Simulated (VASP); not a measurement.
Here is a VASP 6.6.1 calculation.

INCAR

```
SYSTEM = Cd3SeS2
PREC = Accurate
ENCUT = 520
EDIFF = 1E-6
ISMEAR = 0
SIGMA = 0.1
LREAL = .FALSE.
LASPH = .TRUE.
NELM = 100
ALGO = Normal
ISIF = 2
LWAVE = .FALSE.
LCHARG = .TRUE.
GGA = PE
LELF = .TRUE.
LVHAR = .TRUE.
NBANDS = 36
```

KPOINTS

```
Automatic mesh
0
G
  4 4 2
  0 0 0
```

Contents of POSCAR:

```
Cd3SeS2
1.0
    4.4273181700      0.0000000000      0.0000000000
    0.0000000000      4.4273181700      0.0000000000
    0.0000000000      0.0000000000      8.7967435300
Cd Se S
3 1 2
Direct
    0.0000000000      0.0000000000      0.0000000000
    0.0000000000      0.0000000000      0.3887824300
    0.0000000000      0.0000000000      0.6112175700
    0.5000000000      0.5000000000      0.0000000000
    0.5000000000      0.5000000000      0.8207616000
    0.5000000000      0.5000000000      0.1792384000
```

Potentials or basis: VASP PAW PBE potentials, release 64 (Cd, Se, S).

Command:

```console
$ cat potpaw_PBE.64/Cd/POTCAR potpaw_PBE.64/Se/POTCAR potpaw_PBE.64/S/POTCAR > POTCAR
$ mpirun -np 1 vasp_std > vasp.out
```

Question: Estimate the largest force.

Answer: 38.404 eV/Å.

Question: Predict the pressure.

Answer: 50.3 GPa.

Question: Predict the band gap on the k mesh.

Answer: Zero (band 27 reaches 2.99 eV, above the bottom of band 28 at 1.65 eV).

Forces in eV/Å, atoms in the order of the input:
```
Cd    0.000   0.000   0.000
Cd    0.000   0.000 -21.956
Cd    0.000   0.000  21.956
Se    0.000   0.000   0.000
S     0.000   0.000 -38.404
S     0.000   0.000  38.404
```

Caveat: forces of over 1 eV/Å act on the atoms, so gaps and moduli don't describe the material at rest.
